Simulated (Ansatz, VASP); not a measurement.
**One calculation of Pd, two programs**

```
Pd
1.0
     2.63137    0.00000    0.00000
    -1.31568    2.27883    0.00000
     0.00000    0.00000    8.70103
Pd
4
Cartesian
  0.0000 0.0000 0.0000
  2.6314 0.0000 4.3505
  0.0000 1.5192 2.1753
  1.3157 0.7596 6.5258
```

Alike in both runs: task single point; functional LDA; k mesh 15 × 15 × 4; occupations fermi-dirac, width 0.05 eV; collinear spin.

|  | VASP | Ansatz |
| --- | --- | --- |
| version | VASP 6.6.1 | Ansatz 0.2.0 |
| potentials or method | VASP PAW LDA potentials, release 64 (Pd), cutoff 520 eV | plane waves (420 eV) with PAW, scalar-relativistic |
| valence electrons in the cell | 40 | 72 |

Ansatz gave:

```
pressure (GPa)                                                : 23.5
traceless stress, the component that is largest in VASP (GPa) : -0.41
net moment per atom (μB)                                      : 0.00
```

Q: What did VASP give for the same quantities?

A: Pressure (GPa): 23.9; traceless stress, the component that is largest in VASP (GPa): -0.43; net moment per atom (μB): 0.00.

Ansatz warns that its potentials were made for another functional, while VASP's fit it. LDA's correlation is that of Perdew and Zunger in VASP and of Perdew and Wang (1992) in Ansatz. VASP's potentials hold 40 valence electrons a cell and Ansatz's 72, so a difference there can come from the potentials and not from the codes. Ansatz's warnings: seeded moment not kept.
